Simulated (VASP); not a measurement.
Al: single point with PBE+D3(BJ)

System: Al, a slab with vacuum.

```
CELL_PARAMETERS angstrom
8.44864 0.00000 0.00000
0.00000 8.44864 0.00000
0.00000 0.00000 23.97409
ATOMIC_POSITIONS crystal
Al 0.16667 0.16667 0.33369
Al 0.16667 0.50000 0.33369
Al 0.16667 0.83333 0.33369
Al 0.50000 0.16667 0.33369
Al 0.50000 0.50000 0.33369
Al 0.50000 0.83333 0.33369
Al 0.83333 0.16667 0.33369
Al 0.83333 0.50000 0.33369
Al 0.83333 0.83333 0.33369
Al 0.33333 0.33333 0.41676
Al 0.33333 0.66667 0.41676
Al 0.33333 0.00000 0.41676
Al 0.66667 0.33333 0.41676
Al 0.66667 0.66667 0.41676
Al 0.66667 0.00000 0.41676
Al 0.00000 0.33333 0.41676
Al 0.00000 0.66667 0.41676
Al 0.00000 0.00000 0.41676
Al 0.50022 0.50012 0.50913
Al 0.50007 0.83340 0.50896
Al 0.50009 0.16685 0.50895
Al 0.83339 0.50012 0.50914
Al 0.83342 0.83336 0.50892
Al 0.83343 0.16689 0.50891
Al 0.16676 0.50014 0.50916
Al 0.16685 0.83342 0.50908
Al 0.16685 0.16695 0.50904
Al 0.66678 0.66660 0.59657
Al 0.66681 0.00004 0.59670
Al 0.66678 0.33291 0.59671
Al 0.00000 0.66707 0.59687
Al 0.00001 0.00026 0.59627
Al 0.00018 0.33348 0.59686
Al 0.33358 0.66708 0.59690
Al 0.33364 0.00024 0.59648
Al 0.33345 0.33354 0.59686
```

```json
{"Program": "VASP 6.6.1", "Task": "single point", "Functional": "PBE", "Dispersion": "D3(BJ)", "Potentials or basis": "VASP PAW PBE potentials, release 64 (Al)", "Cutoff": "400 eV", "k mesh": "3 × 3 × 1", "Occupations": "gaussian, width 0.1 eV", "Spin": "no spin polarisation"}
```

- Largest force: 0.445 eV/Å
- Band gap on the k mesh: zero (bands 54 and 55 overlap by 0.37 eV)
- Dispersion energy per atom: -0.241 eV

Forces on the atoms (eV/Å):
```
Al   0.000  0.000 -0.442
Al  -0.001  0.000 -0.439
Al   0.000  0.000 -0.442
Al   0.000  0.000 -0.441
Al   0.000  0.000 -0.438
Al   0.000  0.000 -0.441
Al   0.000  0.000 -0.442
Al   0.001  0.000 -0.440
Al   0.000  0.000 -0.443
Al   0.000  0.003  0.443
Al   0.000 -0.002  0.444
Al  -0.001  0.000  0.441
Al   0.000  0.004  0.440
Al   0.000 -0.003  0.440
Al  -0.001  0.000  0.440
Al   0.001  0.003  0.444
Al   0.001 -0.003  0.445
Al   0.003  0.000  0.438
Al  -0.010 -0.002 -0.001
Al   0.002  0.001  0.005
Al   0.001  0.000  0.006
Al   0.008 -0.003 -0.002
Al   0.000  0.001  0.006
Al   0.001  0.000  0.007
Al   0.000  0.004  0.002
Al  -0.002 -0.005 -0.005
Al  -0.001  0.002 -0.003
Al   0.000  0.002  0.005
Al   0.000 -0.006 -0.009
Al   0.001  0.010 -0.003
Al   0.004 -0.005 -0.010
Al   0.003  0.000  0.018
Al  -0.003  0.003 -0.010
Al  -0.004 -0.006 -0.011
Al  -0.004  0.002  0.008
Al   0.003  0.002 -0.010
```

Levels at points of the mesh, in eV from the Fermi level:
| k point | band 52 | band 53 | band 54 | band 55 | band 56 | band 57 |
| --- | --- | --- | --- | --- | --- | --- |
| (0.00, 0.00, 0.00) | -0.37 | -0.37 | -0.29 | -0.29 | -0.29 | -0.28 |

Wall time 31 min on 1 thread of Oxide Virtual Turin-like Processor, on a shared host, peak memory 0.98 GiB.
